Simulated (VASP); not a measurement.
Input of a VASP 6.6.1 run:

File INCAR:

```
SYSTEM = Al3Os
PREC = Accurate
ENCUT = 520
EDIFF = 1E-6
ISMEAR = 0
SIGMA = 0.1
LREAL = .FALSE.
LASPH = .TRUE.
NELM = 100
ALGO = Normal
ISIF = 2
LWAVE = .FALSE.
LCHARG = .FALSE.
GGA = PE
NBANDS = 16
```

File KPOINTS:

```
regular mesh
0
G
  12 12 12
  0 0 0
```

File POSCAR:

```
Al3Os
1.0
    3.8726000552      0.0000000000      0.0000000000
    0.0000000000      3.8726000552      0.0000000000
    0.0000000000      0.0000000000      3.8726000552
Al Os
3 1
Direct
    0.0000000000      0.5000000000      0.5000000000
    0.5000000000      0.0000000000      0.5000000000
    0.5000000000      0.5000000000      0.0000000000
    0.0000000000      0.0000000000      0.0000000000
```

Potentials or basis: VASP PAW PBE potentials, release 64 (Al, Os).

Command:

```sh
$ cat potpaw_PBE.64/Al/POTCAR potpaw_PBE.64/Os/POTCAR > POTCAR
$ mpirun -np 1 vasp_std > vasp.out
```

Question: Predict the pressure.

Answer: 0.0 GPa.
